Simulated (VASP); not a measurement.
Set up this calculation in VASP 6.6.1, as the native input.

| Item | Value |
| --- | --- |
| Task | single point |
| Functional | revPBE |
| Potentials or basis | VASP PAW PBE potentials, release 64 (Cd) |
| Cutoff | 520 eV |
| k mesh | 13 × 13 × 4 |
| Occupations | fermi-dirac, width 0.1 eV |
| Spin | no spin polarisation |
| Dipole correction | no |
| Further INCAR settings | ALGO = Normal; EDIFF = 1e-06; NBANDS = 32 |

The structure of Cd lies in POSCAR:

```
Cd
1.0
    3.1873527212      0.0000000000      0.0000000000
   -1.5936763606      2.7603284274      0.0000000000
    0.0000000000      0.0000000000     10.4296696432
Cd
4
Direct
    0.0000000000      1.0000000000      0.0000000000
    0.0000000000      0.0000000000      0.5000000000
    0.3333333333      0.6666666667      0.2500000000
    0.6666666667      0.3333333333      0.7500000000
```

These files were run (other wordings do the same):

INCAR

```
SYSTEM = Cd
PREC = Accurate ; ENCUT = 520
EDIFF = 1E-6 ; ISMEAR = -1
SIGMA = 0.1 ; LREAL = .FALSE.
LASPH = .TRUE. ; NELM = 100
ALGO = Normal ; ISIF = 2
LWAVE = .FALSE. ; LCHARG = .FALSE.
GGA = RE ; NBANDS = 32
```

KPOINTS

```
regular mesh
0
G
  13 13 4
  0 0 0
```

Potentials or basis: VASP PAW PBE potentials, release 64 (Cd).

Launch:

```bash
$ cat potpaw_PBE.64/Cd/POTCAR > POTCAR
$ mpirun -np 1 vasp_std > vasp.out
```

It gave:

| Item | Value |
| --- | --- |
| Pressure | 1.7 GPa |
| Band gap on the k mesh | zero (bands 24 and 25 overlap by 2.76 eV) |

Caveat: the PAW data sets were made with another functional, which shifts forces and pressure a little.

Run time: 70 s on 1 thread of AMD EPYC 9R45 96-Core Processor (Zen 5) (shared host), peak memory 0.25 GiB.
